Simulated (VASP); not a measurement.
Input of a VASP 6.6.1 run:

Contents of POSCAR:

```
ZnF2
1.0
    4.7956084627      0.0000000000      0.0000000000
    0.0000000000      4.7956084627      0.0000000000
    0.0000000000      0.0000000000      3.1881133944
Zn F
2 4
Direct
    0.0000000000      0.0000000000      0.0000000000
    0.5000000000      0.5000000000      0.5000000000
    0.3031905513      0.3031905513      0.0000000000
    0.1968094487      0.8031905513      0.5000000000
    0.6968094487      0.6968094487      0.0000000000
    0.8031905513      0.1968094487      0.5000000000
```

File INCAR.step1:

```
SYSTEM = ZnF2
PREC = Accurate
ENCUT = 660
ISMEAR = 0
SIGMA = 0.01
LREAL = .FALSE.
LASPH = .TRUE.
NELM = 120
NBANDS = 35
GGA = PE
ALGO = Normal
EDIFF = 1E-5
LWAVE = .TRUE.
LCHARG = .FALSE.
GGA_COMPAT = .FALSE.
```

File INCAR.step2:

```
SYSTEM = ZnF2
PREC = Accurate
ENCUT = 660
EDIFF = 1E-6
ISMEAR = 0
SIGMA = 0.01
LREAL = .FALSE.
LASPH = .TRUE.
NELM = 120
ALGO = Normal
ISIF = 2
LWAVE = .FALSE.
LCHARG = .FALSE.
METAGGA = R2SCAN
LMIXTAU = .TRUE.
NBANDS = 35
ISTART = 1
GGA_COMPAT = .FALSE.
```

KPOINTS

```
regular mesh
0
G
  4 4 6
  0 0 0
```

Potentials or basis: VASP PAW PBE potentials, release 64 (Zn, F).

The run is started by

```console
$ cat potpaw_PBE.64/Zn/POTCAR potpaw_PBE.64/F/POTCAR > POTCAR
$ cp INCAR.step1 INCAR
$ mpirun -np 1 vasp_std > vasp.out
$ cp INCAR.step2 INCAR
$ mpirun -np 1 vasp_std > vasp.out
```

Estimate the band gap on the k mesh.

4.12 eV.

Predict the pressure.

-6.0 GPa.

What does it give for the largest force?

0.073 eV/Å.

Stress tensor (GPa, compression positive):
```
-5.66  0.00  0.00
 0.00 -5.66  0.00
 0.00  0.00 -6.75
```

Caveat: the cell stands under tension; the PAW data sets were made with another functional, which shifts forces and pressure a little. r2SCAN opens gaps a little over a GGA but as a rule still falls short of measured ones.
